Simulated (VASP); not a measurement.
# Sn (Fd-3m) in VASP: further runs

The runs below take Sn through relaxation of cell and atoms, with PBE, PBEsol.

Everything below comes from runs of VASP 6.6.1. Logs are shortened: lines on timing, memory, paths and dates and some standing lists are left out, and cuts for length are marked.

## (1) The cell of the first run

Symmetry: Fd-3m, No. 227, cubic system. Conventional cell: a = 6.467 Å, b = 6.467 Å, c = 6.467 Å, α = 90.00°, β = 90.00°, γ = 90.00°. Within 3.7 Å of Sn (site symmetry -43m) lie 4 Sn at 2.80 Å.

## (2) Relaxation of cell and atoms, PBE

Contents of INCAR:

```
  ALGO = Normal
  EDIFF = 1E-7
  EDIFFG = -0.005
  ENCUT = 600
  GGA = PE
  IBRION = 2
  ISIF = 3
  ISMEAR = -1
  LASPH = True
  LCHARG = False
  LREAL = False
  LWAVE = False
  NELM = 60
  NSW = 80
  PREC = Accurate
  SIGMA = 0.02
```

Contents of KPOINTS:

```
k-points
0
Gamma
  6 6 6
```

Contents of POSCAR:

```
Sn
1.0
    0.0000000000      3.2333428000      3.2333428000
    3.2333428000      0.0000000000      3.2333428000
    3.2333428000      3.2333428000      0.0000000000
Sn
2
Direct
    0.0000000000      0.0000000000      0.0000000000
    0.2500000000      0.2500000000      0.2500000000
```

Potentials or basis: VASP PAW PBE potentials, release 64 (Sn_d).

Started as:

```
$ cat potpaw_PBE.64/Sn_d/POTCAR > POTCAR
$ mpirun -np 1 vasp_std > vasp.out
```

OUTCAR:

```text
EDIFF = 1E-7
   EDIFFG = -0.005
   ENCUT = 600
   GGA = PE
   IBRION = 2
   ISIF = 3
   ISMEAR = -1
   LASPH = True
   LREAL = False
   NELM = 60
   NSW = 80
   PREC = Accurate

 ion  position               nearest neighbor table
   1  0.000  0.000  0.000-   2 2.80   2 2.80   2 2.80   2 2.80
   2  0.250  0.250  0.250-   1 2.80   1 2.80   1 2.80   1 2.80

  LATTYP: Found a face centered cubic cell.
 ALAT       =     6.4666856000

  Lattice vectors:

 A1 = (   0.0000000000,   3.2333428000,   3.2333428000)
 A2 = (   3.2333428000,   0.0000000000,   3.2333428000)
 A3 = (   3.2333428000,   3.2333428000,   0.0000000000)

Analysis of symmetry for initial positions (statically):
=====================================================================
 Subroutine PRICEL returns:
 Original cell was already a primitive cell.

 Routine SETGRP: Setting up the symmetry group for a
 face centered cubic supercell.

 Subroutine GETGRP returns: Found 48 space group operations
 (whereof 24 operations were pure point group operations)
 out of a pool of 48 trial point group operations.

The static configuration has the point symmetry T_d .
 The point group associated with its full space group is O_h .

Analysis of symmetry for dynamics (positions and initial velocities):
=====================================================================
 Subroutine PRICEL returns:
 Original cell was already a primitive cell.

 Routine SETGRP: Setting up the symmetry group for a
 face centered cubic supercell.

 Subroutine GETGRP returns: Found 48 space group operations
 (whereof 24 operations were pure point group operations)
 out of a pool of 48 trial point group operations.

The dynamic configuration has the point symmetry T_d .
 The point group associated with its full space group is O_h .

 Subroutine INISYM returns: Found 48 space group operations
 (whereof 24 operations are pure point group operations),
 and found     1 'primitive' translations

----------------------------------------------------------------------------------------

                                     Primitive cell

  volume of cell :      67.6060

  direct lattice vectors                    reciprocal lattice vectors
     0.000000000  3.233342800  3.233342800    -0.154638723  0.154638723  0.154638723
     3.233342800  0.000000000  3.233342800     0.154638723 -0.154638723  0.154638723
     3.233342800  3.233342800  0.000000000     0.154638723  0.154638723 -0.154638723

  length of vectors
     4.572637240  4.572637240  4.572637240     0.267842124  0.267842124  0.267842124

  position of ions in fractional coordinates (direct lattice)
     0.000000000  0.000000000  0.000000000
     0.250000000  0.250000000  0.250000000
[... 54 lines left out ...]
   dimension x,y,z NGXF=    80 NGYF=   80 NGZF=   80
   ions per type =               2
   NGX,Y,Z   is equivalent  to a cutoff of  14.54, 14.54, 14.54 a.u.
   NGXF,Y,Z  is equivalent  to a cutoff of  29.09, 29.09, 29.09 a.u.
 SYSTEM =  unknown system
   PREC   = accura    normal or accurate (medium, high low for compatibility)
   ISTART =      0    job   : 0-new  1-cont  2-samecut
   ICHARG =      2    charge: 1-file 2-atom 10-const
   ISPIN  =      1    spin polarized calculation?
   LNONCOLLINEAR =      F non collinear calculations
   LSORBIT =      F    spin-orbit coupling
   LASPH  =      T    aspherical Exc in radial PAW
   ENCUT  =  600.0 eV  44.10 Ry    6.64 a.u.   9.13  9.13  9.13*2*pi/ulx,y,z
   NELM   =     60;   NELMIN=  2; NELMDL= -5     # of ELM steps
   EDIFF  = 0.1E-06   stopping-criterion for ELM
   LREAL  =      F    real-space projection
   EDIFFG = -.5E-02   stopping-criterion for IOM
   NSW    =     80    number of steps for IOM
   IBRION =      2    ionic relax: 0-MD 1-quasi-New 2-CG
   NFREE  =      1    steps in history (QN), initial steepest desc. (CG)
   ISIF   =      3    stress and relaxation
   ISYM   =      2    0-nonsym 1-usesym 2-fastsym
   POTIM  = 0.5000    time-step for ionic-motion
   TEBEG  =    0.0;   TEEND  =   0.0 temperature during run
   PSTRESS=    0.0 pullay stress
   NELECT =      28.0000    total number of electrons
   NUPDOWN=      -1.0000    fix difference up-down
   EMIN   =  10.00;   EMAX   =-10.00  energy-range for DOS
   EFERMI =   0.00;   METHOD = LEGACY
   ISMEAR =    -1;   SIGMA  =   0.02  broadening in eV -4-tet -1-fermi 0-gaus
   EFERMI_NEDOS =   21; number of points for ismear=-14 and -15
   IALGO  =     38    algorithm
   IMIX   =      4    mixing-type and parameters
     AMIX     =   0.40;   BMIX     =  1.00
     AMIX_MAG =   1.60;   BMIX_MAG =  1.00
  volume/ion in A,a.u.               =      33.80       228.11
  Fermi-wavevector in a.u.,A,eV,Ry     =   1.220298  2.306028 20.260793  1.489126
  Thomas-Fermi vector in A             =   2.355520
   LORBIT       =      0    0 simple, 1 ext, 2 COOP (PROOUT), +10 PAW based schemes
   GGA     = PE    functional components
   LHFCALC =     F    Hartree Fock is set to
   AEXX    =    0.0000 exact exchange contribution
   IVDW    =     0    specifies the selected vdW correction
   LEPSILON=     F    determine dielectric tensor
   LRPA    =     F    only Hartree local field effects (RPA)
 conjugate gradient relaxation of ions
 non-spin polarized calculation
  energy-cutoff  :      600.00
  volume of cell :       67.61
 maximum number of plane-waves:      2285
 NGX is ok and might be reduce to    40
   NGX = 19   NGY = 19   NGZ = 19

--------------------------------------- Ionic step        1  -------------------------------------------

 number of electron      28.0000005 magnetization

 Free energy of the ion-electron system (eV)
  ---------------------------------------------------
  ext. energy  EPLUGINS =         0.00000000
  ---------------------------------------------------
  free energy    TOTEN  =        -7.59218166 eV

  energy without entropy =       -7.59160222  energy(sigma->0) =       -7.59189194

 E-fermi :   5.7731     XC(G=0):  -8.9171

 val. band max:        5.3960411918   @ k =   0.1667   0.0000   0.0000
 cond. band min:       5.7746284765   @ k =   0.5000   0.0000   0.0000
 fundamental gap:      0.3785872846
 Fermi energy:         5.7731263982

 k-point     1 :       0.0000    0.0000    0.0000
  band No.  band energies     occupation
      1     -15.9421      2.00000
      2     -15.9421      2.00000
      3     -15.9421      2.00000
      4     -15.8811      2.00000
      5     -15.8811      2.00000
      6     -15.5632      2.00000
[... 396 lines left out ...]
--------------------------------------- Ionic step        3  -------------------------------------------

 number of electron      27.9999997 magnetization

 Free energy of the ion-electron system (eV)
  ---------------------------------------------------
  ext. energy  EPLUGINS =         0.00000000
  ---------------------------------------------------
  free energy    TOTEN  =        -7.65959387 eV

  energy without entropy =       -7.65907002  energy(sigma->0) =       -7.65933194

 E-fermi :   4.7404     XC(G=0):  -8.5439

 val. band max:        4.7403277780   @ k =   0.5000   0.0000   0.0000
 cond. band min:       4.9060829220   @ k =   0.3333   0.0000   0.0000
 fundamental gap:      0.1657551439
 Fermi energy:         4.7403666390

 k-point     1 :       0.0000    0.0000    0.0000
  band No.  band energies     occupation
      1     -16.6652      2.00000
      2     -16.6652      2.00000
      3     -16.6652      2.00000
      4     -16.6156      2.00000
      5     -16.6156      2.00000
      6     -16.3629      2.00000
[... 354 lines left out ...]
  FREE ENERGIE OF THE ION-ELECTRON SYSTEM (eV)
  ---------------------------------------------------
  free  energy   TOTEN  =        -7.6595938664 eV

  energy  without entropy=       -7.6590700204  energy(sigma->0) =       -7.65933194

 reached required accuracy - stopping structural energy minimisation
```

CONTCAR:

```text
Sn
   1.00000000000000
    -0.0000000000000000    3.3271292006839843    3.3271292006839843
     3.3271292006839843    0.0000000000000000    3.3271292006839843
     3.3271292006839843    3.3271292006839843   -0.0000000000000000
  Sn
     2
Direct
     0.0000000000000000    0.0000000000000000    0.0000000000000000
     0.2500000000000000    0.2500000000000000    0.2500000000000000

  0.00000000E+00  0.00000000E+00  0.00000000E+00
  0.00000000E+00  0.00000000E+00  0.00000000E+00
```

Run time: 42 s. Hardware: 1 thread of AMD EPYC 9R45 (Zen 5), shared host; peak memory 0.21 GiB.

Results:

* Free energy: -7.6596 eV
* Relaxed volume: 36.83 Å³/atom
* Relaxed cell: a = 4.705 Å, b = 4.705 Å, c = 4.705 Å, α = 60.00°, β = 60.00°, γ = 60.00°
* Space group after relaxing (to 0.05 Å): Fd-3m (No. 227)
* Energy gained by relaxing: 33.7 meV/atom
* Ionic steps: 3
* Pressure after relaxing: 0.0 GPa
* Band gap on the k mesh: zero (band 14 reaches 4.97 eV, above the bottom of band 15 at 4.74 eV)

Step by step:
```
step  energy change (eV)  largest force (eV/Å)  pressure (GPa)  volume (Å³)
   1              0.0000                0.0000            3.86        67.61
   2             -0.0603                0.0000           -1.00        75.90
   3             -0.0674                0.0000            0.02        73.66
```

Final structure:
```xyz
2
Lattice="0.0000 3.3271 3.3271 3.3271 0.0000 3.3271 3.3271 3.3271 0.0000" Properties=species:S:1:pos:R:3 pbc="T T T"
Sn    0.0000    0.0000    0.0000
Sn    1.6636    1.6636    1.6636
```

Levels at points of the mesh, in eV from the Fermi level:
| k point | band 10 | band 11 | band 12 | band 13 | band 14 | band 15 | band 16 | band 17 | band 18 |
| --- | --- | --- | --- | --- | --- | --- | --- | --- | --- |
| (0.00, 0.00, 0.00) | -21.10 | -9.98 | -1.00 | 0.23 | 0.23 | 0.23 | 2.29 | 2.29 | 2.29 |
| (0.50, 0.00, 0.00) | -21.06 | -8.50 | -5.89 | -0.86 | -0.86 | 0.00 | 3.34 | 3.34 | 5.83 |
| (0.50, 0.50, 0.00) | -21.04 | -7.13 | -7.13 | -2.08 | -2.08 | 1.04 | 1.04 | 7.40 | 7.40 |

Caveat: spin-orbit coupling is left out, which moves the levels of the heavy elements. Zero-point motion and thermal expansion aren't in these numbers.

## (3) Relaxation of cell and atoms, PBEsol

This run uses another cell than the first one, of 36.85 Å³/atom, 1.090 times its volume.

Contents of INCAR:

```
SYSTEM = Sn
PREC     = Accurate       ! precision mode
ENCUT    = 600            ! plane-wave cutoff, eV
EDIFF    = 1E-6           ! SCF threshold, eV
ISMEAR   = -1             ! smearing method
SIGMA    = 0.02           ! smearing width, eV
LREAL    = .False.        ! projectors in reciprocal space
LASPH    = .True.         ! aspherical terms in the spheres
NELM     = 60             ! most SCF steps
ALGO     = Normal         ! electronic algorithm
ISIF     = 3              ! what is computed and relaxed
LWAVE    = .False.        ! write WAVECAR
LCHARG   = .False.        ! write CHGCAR
GGA      = PS             ! functional
IBRION   = 2              ! ionic algorithm
NSW      = 80             ! ionic steps
EDIFFG   = -0.005         ! ionic threshold
```

Contents of KPOINTS:

```
regular mesh
0
Gamma
  6 6 6
  0 0 0
```

Contents of POSCAR:

```
Sn
1.0
    0.0000000000      3.3277220153      3.3277220153
    3.3277220153      0.0000000000      3.3277220153
    3.3277220153      3.3277220153      0.0000000000
Sn
2
Direct
    0.0000000000      0.0000000000      0.0000000000
    0.2500000000      0.2500000000      0.2500000000
```

Potentials or basis: VASP PAW PBE potentials, release 64 (Sn_d).

Started as:

```
$ cat potpaw_PBE.64/Sn_d/POTCAR > POTCAR
$ mpirun -np 1 vasp_std > vasp.out
```

Wall time 37 s (1 thread of AMD EPYC 9R45 (Zen 5), shared host); peak memory 0.22 GiB.

It converged, with:

```
Free energy                            : -8.4314 eV
Relaxed volume                         : 34.99 Å³/atom
Relaxed cell                           : a = 4.625 Å, b = 4.625 Å, c = 4.625 Å, α = 60.00°, β = 60.00°, γ = 60.00°
Space group after relaxing (to 0.05 Å) : Fd-3m (No. 227)
Energy gained by relaxing              : 11.7 meV/atom
Ionic steps                            : 3
Pressure after relaxing                : 0.0 GPa
Band gap on the k mesh                 : zero (band 14 reaches 5.33 eV, above the bottom of band 15 at 5.14 eV)
```

Step by step:
```
step  energy change (eV)  largest force (eV/Å)  pressure (GPa)  volume (Å³)
   1              0.0000                0.0000           -1.92        73.70
   2             -0.0219                0.0000            0.55        69.09
   3             -0.0235                0.0000            0.02        69.98
```

Final structure:
```
Sn
1.0
     0.00000    3.27069    3.27069
     3.27069    0.00000    3.27069
     3.27069    3.27069    0.00000
Sn
2
Cartesian
  0.0000 0.0000 0.0000
  1.6353 1.6353 1.6353
```

Levels at points of the mesh, in eV from the Fermi level:
```
           k point  band 10  band 11  band 12  band 13  band 14  band 15  band 16  band 17  band 18
(0.00, 0.00, 0.00)   -21.09   -10.36    -0.75     0.20     0.20     0.20     2.25     2.25     2.25
(0.50, 0.00, 0.00)   -21.04    -8.78    -6.13    -0.98    -0.98     0.00     3.31     3.31     5.65
(0.50, 0.50, 0.00)   -21.02    -7.34    -7.34    -2.28    -2.28     0.89     0.89     7.66     7.66
```

Caveat: the PAW data sets were made with another functional, which shifts forces and pressure a little; spin-orbit coupling is left out, which moves the levels of the heavy elements.
